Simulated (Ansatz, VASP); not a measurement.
CoSi in VASP and in Ansatz

```
Co Si
1.0
     0.00000    2.54365    2.54365
     2.54365    0.00000    2.54365
     2.54365    2.54365    0.00000
Co Si
1 1
Direct
  0.75000 0.75000 0.75000
  0.00000 0.00000 0.00000
```

Change from the starting cell: species swapped into the CdTe type (F-43m, No. 216).

Alike in both runs: functional PBE; k mesh 18 × 18 × 18; occupations gaussian, width 0.1 eV; no spin polarisation.

Ansatz relaxed the structure, and its values are those at the end. VASP's run is a single point on that final structure, the one shown.

|  | VASP | Ansatz |
| --- | --- | --- |
| version | VASP 6.6.1 | Ansatz 0.2.0 |
| potentials or method | VASP PAW PBE potentials, release 64 (Co, Si), cutoff 600 eV | scalar-relativistic, plane waves, PAW |
| valence electrons in the cell | 13 | 21 |

```tsv
	VASP	Ansatz	Ansatz less VASP
gap on the k mesh at the Fermi level (eV)	none	none	-
pressure (GPa)	0.0	0.0	+0.03
```

A gap of «none» marks a metal or a gap that the smearing closes. VASP's potentials hold 13 valence electrons a cell and Ansatz's 21, so a difference there can come from the potentials and not from the codes.
